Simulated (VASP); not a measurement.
# LiHF2 (R-3m) in VASP: single point with r2SCAN

Aim: the single point of LiHF2 with r2SCAN.

Program: VASP 6.6.1. These are calculated values, not measurements. Logs are shortened: lines on timing, memory, paths and dates and some standing lists are left out, and cuts for length are marked.

**1. The cell of the first run**

The structure is trigonal, space group R-3m (No. 166). Conventional cell: a = 2.934 Å, b = 2.934 Å, c = 13.100 Å, α = 90.00°, β = 90.00°, γ = 120.00°. Li (site symmetry -3m) has 6 F at 1.99 Å within 2.6 Å. H (site symmetry -3m) has 2 F at 1.14 Å within 1.5 Å. Within 1.5 Å of F (site symmetry 3m) lie 1 H at 1.14 Å.

**2. Single point, r2SCAN**

File POSCAR:

```
LiHF2
1.0
    1.4669835000      0.8469633186      4.3666886667
   -1.4669835000      0.8469633186      4.3666886667
    0.0000000000     -1.6939266372      4.3666886667
Li H F
1 1 2
Direct
    0.0000000000      0.0000000000      0.0000000000
    0.5000000000      0.5000000000      0.5000000000
    0.4133016667      0.4133016667      0.4133016667
    0.5866983333      0.5866983333      0.5866983333
```

File INCAR.step1:

```
SYSTEM = LiHF2
PREC     = Accurate       ! precision mode
ENCUT    = 830            ! plane-wave cutoff, eV
ISMEAR   = 0              ! smearing method
SIGMA    = 0.01           ! smearing width, eV
LREAL    = .False.        ! projectors in reciprocal space
LASPH    = .True.         ! aspherical terms in the spheres
NELM     = 120            ! most SCF steps
NBANDS   = 17             ! bands
GGA      = PE             ! functional
ALGO     = Normal         ! electronic algorithm
EDIFF    = 1E-5           ! SCF threshold, eV
LWAVE    = .True.         ! write WAVECAR
LCHARG   = .False.        ! write CHGCAR
GGA_COMPAT= .False.
```

File INCAR.step2:

```
SYSTEM = LiHF2
PREC     = Accurate       ! precision mode
ENCUT    = 830            ! plane-wave cutoff, eV
EDIFF    = 1E-6           ! SCF threshold, eV
ISMEAR   = 0              ! smearing method
SIGMA    = 0.01           ! smearing width, eV
LREAL    = .False.        ! projectors in reciprocal space
LASPH    = .True.         ! aspherical terms in the spheres
NELM     = 120            ! most SCF steps
ALGO     = Normal         ! electronic algorithm
ISIF     = 2              ! what is computed and relaxed
LWAVE    = .False.        ! write WAVECAR
LCHARG   = .True.         ! write CHGCAR
METAGGA  = R2SCAN         ! meta-GGA
LMIXTAU  = .True.       
LELF     = .True.         ! ELF
LVHAR    = .True.       
NBANDS   = 17             ! bands
ISTART   = 1            
GGA_COMPAT= .False.
```

File KPOINTS:

```
Automatic mesh
0
Gamma
  8 8 8
  0 0 0
```

Potentials or basis: VASP PAW PBE potentials, release 64 (Li_sv, H, F).

On the command line:

```bash
$ cat potpaw_PBE.64/Li_sv/POTCAR potpaw_PBE.64/H/POTCAR potpaw_PBE.64/F/POTCAR > POTCAR
$ cp INCAR.step1 INCAR
$ mpirun -np 1 vasp_std > vasp.out
$ cp INCAR.step2 INCAR
$ mpirun -np 1 vasp_std > vasp.out
```

OUTCAR:

```text
SYSTEM = LiHF2
   PREC = Accurate
   ENCUT = 830
   EDIFF = 1E-6
   ISMEAR = 0
   LREAL = .False.
   LASPH = .True.
   NELM = 120
   ISIF = 2
   METAGGA = R2SCAN
   ISTART = 1

 ion  position               nearest neighbor table
   1  0.000  0.000  0.000-   4 1.99   3 1.99   4 1.99   4 1.99   3 1.99   3 1.99
   2  0.500  0.500  0.500-   3 1.14   4 1.14
   3  0.413  0.413  0.413-   2 1.14   1 1.99   1 1.99   1 1.99
   4  0.587  0.587  0.587-   2 1.14   1 1.99   1 1.99   1 1.99

  LATTYP: Found a trigonal (rhomboedric) cell.
 ALAT       =     4.6837332721
 COS(alpha) =     0.8038012917

  Lattice vectors:

 A1 = (   1.4669835000,   0.8469633186,   4.3666886667)
 A2 = (  -1.4669835000,   0.8469633186,   4.3666886667)
 A3 = (   0.0000000000,  -1.6939266372,   4.3666886667)

Analysis of symmetry for initial positions (statically):
=====================================================================
 Subroutine PRICEL returns:
 Original cell was already a primitive cell.

 Routine SETGRP: Setting up the symmetry group for a
 trigonal (rhombohedral) supercell.

 Subroutine GETGRP returns: Found 12 space group operations
 (whereof 12 operations were pure point group operations)
 out of a pool of 12 trial point group operations.

The static configuration has the point symmetry D_3d.

Analysis of symmetry for dynamics (positions and initial velocities):
=====================================================================
 Subroutine PRICEL returns:
 Original cell was already a primitive cell.

 Routine SETGRP: Setting up the symmetry group for a
 trigonal (rhombohedral) supercell.

 Subroutine GETGRP returns: Found 12 space group operations
 (whereof 12 operations were pure point group operations)
 out of a pool of 12 trial point group operations.

The dynamic configuration has the point symmetry D_3d.

 Subroutine INISYM returns: Found 12 space group operations
 (whereof 12 operations are pure point group operations),
 and found     1 'primitive' translations

----------------------------------------------------------------------------------------

                                     Primitive cell

  volume of cell :      32.5532

  direct lattice vectors                    reciprocal lattice vectors
     1.466983500  0.846963319  4.366688667     0.340835463  0.196781446  0.076335493
    -1.466983500  0.846963319  4.366688667    -0.340835463  0.196781446  0.076335493
     0.000000000 -1.693926637  4.366688667     0.000000000 -0.393562892  0.076335493

  length of vectors
     4.683733272  4.683733272  4.683733272     0.400897565  0.400897565  0.400897565

  position of ions in fractional coordinates (direct lattice)
     0.000000000  0.000000000  0.000000000
     0.500000000  0.500000000  0.500000000
     0.413301667  0.413301667  0.413301667
     0.586698333  0.586698333  0.586698333

  ion indices of the primitive-cell ions
   primitive index   ion index
                 1           1
                 2           2
                 3           3
                 4           4

----------------------------------------------------------------------------------------

 KPOINTS: Automatic mesh

Automatic generation of k-mesh.
 Grid dimensions read from file:
 generate k-points for:    8    8    8

 Generating k-lattice:

  Cartesian coordinates                     Fractional coordinates (reciprocal lattice)
     0.042604433  0.024597681  0.009541937     0.125000000  0.000000000  0.000000000
    -0.042604433  0.024597681  0.009541937     0.000000000  0.125000000  0.000000000
     0.000000000 -0.049195362  0.009541937     0.000000000  0.000000000  0.125000000

  Length of vectors
     0.050112196  0.050112196  0.050112196

  Shift w.r.t. Gamma in fractional coordinates (k-lattice)
     0.000000000  0.000000000  0.000000000

 Subroutine IBZKPT returns following result:
 ===========================================

 Found     65 irreducible k-points:

 Following reciprocal coordinates:
            Coordinates               Weight
  0.000000  0.000000  0.000000      1.000000
  0.125000  0.000000  0.000000      6.000000
  0.250000  0.000000  0.000000      6.000000
  0.375000 -0.000000  0.000000      6.000000
  0.500000  0.000000  0.000000      3.000000
  0.125000  0.125000  0.000000      6.000000
[... 16 lines left out ...]
  0.250000  0.125000  0.125000      6.000000
  0.375000  0.125000  0.125000      6.000000
 [... further k-points ...]
   k-points           NKPTS =     65   k-points in BZ     NKDIM =     65   number of bands    NBANDS=     17
   number of dos      NEDOS =    301   number of ions     NIONS =      4
   total plane-waves  NPLWV = 110592
   dimension x,y,z NGX =    48 NGY =   48 NGZ =   48
   dimension x,y,z NGXF=    96 NGYF=   96 NGZF=   96
   ions per type =               1   1   2
   NGX,Y,Z   is equivalent  to a cutoff of  17.04, 17.04, 17.04 a.u.
   NGXF,Y,Z  is equivalent  to a cutoff of  34.07, 34.07, 34.07 a.u.
 SYSTEM =  LiHF2
   PREC   = accura    normal or accurate (medium, high low for compatibility)
   ISTART =      1    job   : 0-new  1-cont  2-samecut
   ICHARG =      0    charge: 1-file 2-atom 10-const
   ISPIN  =      1    spin polarized calculation?
   LNONCOLLINEAR =      F non collinear calculations
   LSORBIT =      F    spin-orbit coupling
   LASPH  =      T    aspherical Exc in radial PAW
   ENCUT  =  830.0 eV  61.00 Ry    7.81 a.u.  11.00 11.00 11.00*2*pi/ulx,y,z
   NELM   =    120;   NELMIN=  2; NELMDL=  0     # of ELM steps
   EDIFF  = 0.1E-05   stopping-criterion for ELM
   LREAL  =      F    real-space projection
   EDIFFG = 0.1E-04   stopping-criterion for IOM
   NSW    =      0    number of steps for IOM
   IBRION =     -1    ionic relax: 0-MD 1-quasi-New 2-CG
   NFREE  =      0    steps in history (QN), initial steepest desc. (CG)
   ISIF   =      2    stress and relaxation
   ISYM   =      2    0-nonsym 1-usesym 2-fastsym
   POTIM  = 0.5000    time-step for ionic-motion
   TEBEG  =    0.0;   TEEND  =   0.0 temperature during run
   PSTRESS=    0.0 pullay stress
   NELECT =      18.0000    total number of electrons
   NUPDOWN=      -1.0000    fix difference up-down
   EMIN   =  10.00;   EMAX   =-10.00  energy-range for DOS
   EFERMI =   0.00;   METHOD = LEGACY
   ISMEAR =     0;   SIGMA  =   0.01  broadening in eV -4-tet -1-fermi 0-gaus
   EFERMI_NEDOS =   21; number of points for ismear=-14 and -15
   IALGO  =     38    algorithm
   IMIX   =      4    mixing-type and parameters
     AMIX     =   0.40;   BMIX     =  1.00
     AMIX_MAG =   1.60;   BMIX_MAG =  1.00
  volume/ion in A,a.u.               =       8.14        54.92
  Fermi-wavevector in a.u.,A,eV,Ry     =   1.343697  2.539218 24.565600  1.805521
  Thomas-Fermi vector in A             =   2.471750
   LORBIT       =      0    0 simple, 1 ext, 2 COOP (PROOUT), +10 PAW based schemes
   METAGGA = R2SCAN    functional components
   LHFCALC =     F    Hartree Fock is set to
   AEXX    =    0.0000 exact exchange contribution
   IVDW    =     0    specifies the selected vdW correction
   LEPSILON=     F    determine dielectric tensor
   LRPA    =     F    only Hartree local field effects (RPA)
 non-spin polarized calculation
 Gauss-broadening in eV      SIGMA  =   0.01
  energy-cutoff  :      830.00
  volume of cell :       32.55
 maximum number of plane-waves:      1781
 NGX is ok and might be reduce to    48
   NGX = 21   NGY = 21   NGZ = 21

 number of electron      17.9999998 magnetization

 Free energy of the ion-electron system (eV)
  ---------------------------------------------------
  ext. energy  EPLUGINS =         0.00000000
  ---------------------------------------------------
  free energy    TOTEN  =       -21.94647983 eV

  energy without entropy =      -21.94647983  energy(sigma->0) =      -21.94647983

 E-fermi :  -3.2063     XC(G=0):  -9.8034

 val. band max:       -3.2853056536   @ k =   0.5000   0.5000   0.5000
 cond. band min:       5.9883031581   @ k =   0.0000   0.0000   0.0000
 fundamental gap:      9.2736088117
 Fermi energy:        -3.2063274590

 k-point     1 :       0.0000    0.0000    0.0000
  band No.  band energies     occupation
      1     -44.8654      2.00000
      2     -25.5531      2.00000
      3     -24.0781      2.00000
      4      -9.1235      2.00000
      5      -3.6978      2.00000
      6      -3.6978      2.00000
[... 9 lines left out ...]
     16      22.0714      0.00000
     17      22.0714      0.00000

 k-point     2 :       0.1250    0.0000    0.0000
  band No.  band energies     occupation
      1     -44.8611      2.00000
      2     -25.5086      2.00000
      3     -24.0568      2.00000
      4      -9.0500      2.00000
      5      -4.0930      2.00000
      6      -3.7558      2.00000
[... 9 lines left out ...]
     16      19.3279      0.00000
     17      22.1043      0.00000

 k-point     3 :       0.2500    0.0000    0.0000
  band No.  band energies     occupation
      1     -44.8506      2.00000
      2     -25.3979      2.00000
      3     -24.0061      2.00000
      4      -8.8714      2.00000
      5      -4.8707      2.00000
      6      -4.1915      2.00000
[... 9 lines left out ...]
     16      18.6023      0.00000
     17      21.9905      0.00000

 k-point     4 :       0.3750   -0.0000    0.0000
  band No.  band energies     occupation
      1     -44.8401      2.00000
      2     -25.2822      2.00000
      3     -23.9568      2.00000
      4      -8.6945      2.00000
      5      -5.5318      2.00000
      6      -4.6201      2.00000
[... 9 lines left out ...]
     16      18.4921      0.00000
     17      20.7975      0.00000
[... 343 lines left out ...]
      1     -44.8654      2.00000
      2     -25.5245      2.00000
      3     -24.1193      2.00000
      4      -8.9967      2.00000
      5      -3.7453      2.00000
      6      -3.7453      2.00000
[... 9 lines left out ...]
     16      22.3456      0.00000
     17      22.3456      0.00000

 k-point    23 :       0.2500    0.1250    0.1250
  band No.  band energies     occupation
      1     -44.8610      2.00000
      2     -25.4641      2.00000
      3     -24.1201      2.00000
      4      -8.8553      2.00000
      5      -4.2451      2.00000
      6      -3.7579      2.00000
[... 9 lines left out ...]
     16      20.1099      0.00000
     17      22.1240      0.00000

 k-point    24 :       0.3750    0.1250    0.1250
  band No.  band energies     occupation
      1     -44.8505      2.00000
      2     -25.3484      2.00000
      3     -24.0751      2.00000
      4      -8.6634      2.00000
      5      -4.9953      2.00000
      6      -4.0969      2.00000
[... 9 lines left out ...]
     16      18.6037      0.00000
     17      21.5703      0.00000

 [... further k-points ...]

------------------------ aborting loop because EDIFF is reached ----------------------------------------

  FORCE on cell =-STRESS in cart. coord.  units (eV):
  Direction    XX          YY          ZZ          XY          YZ          ZX
  --------------------------------------------------------------------------------------
  -------------------------------------------------------------------------------------
  Total        0.0944015      0.0944015      0.1229662      0.0000000      0.0000000      0.0000000
  in kB        4.6461822      4.6461822      6.0520567      0.0000000      0.0000000      0.0000000
  external PRESSURE =       5.1148070 kB  Pullay stress =       0.0000000 kB

 VOLUME and BASIS-vectors are now :
 -----------------------------------------------------------------------------
  energy-cutoff  :      830.00
  volume of cell :       32.55
      direct lattice vectors                 reciprocal lattice vectors
     1.466983500  0.846963319  4.366688667     0.340835463  0.196781446  0.076335493
    -1.466983500  0.846963319  4.366688667    -0.340835463  0.196781446  0.076335493
     0.000000000 -1.693926637  4.366688667     0.000000000 -0.393562892  0.076335493

 POSITION                                       TOTAL-FORCE (eV/Angst)
 -----------------------------------------------------------------------------------
      0.00000      0.00000      0.00000         0.000000      0.000000     -0.000000
      0.00000      0.00000      6.55003        -0.000000      0.000000      0.000000
      0.00000      0.00000      5.41428         0.000000     -0.000000     -0.001584
      0.00000      0.00000      7.68579         0.000000     -0.000000      0.001584
 -----------------------------------------------------------------------------------
    total drift:                               -0.000000     -0.000000      0.000000

  FREE ENERGIE OF THE ION-ELECTRON SYSTEM (eV)
  ---------------------------------------------------
  free  energy   TOTEN  =       -21.9464798276 eV

  energy  without entropy=      -21.9464798276  energy(sigma->0) =      -21.94647983
```

Wall time 13 min (1 thread of Intel Xeon Platinum 8259CL at 2.50GHz (Skylake/Cascade Lake), shared host); peak memory 0.38 GiB.

Results:

* Free energy: -21.9465 eV
* Pressure: 0.5 GPa
* Band gap on the k mesh: 9.27 eV (least direct gap 9.48 eV)

Stress tensor (GPa, compression positive):
```
0.46 0.00 0.00
0.00 0.46 0.00
0.00 0.00 0.61
```

Caveat: the PAW data sets were made with another functional, which shifts forces and pressure a little. A k mesh can miss the band edges.
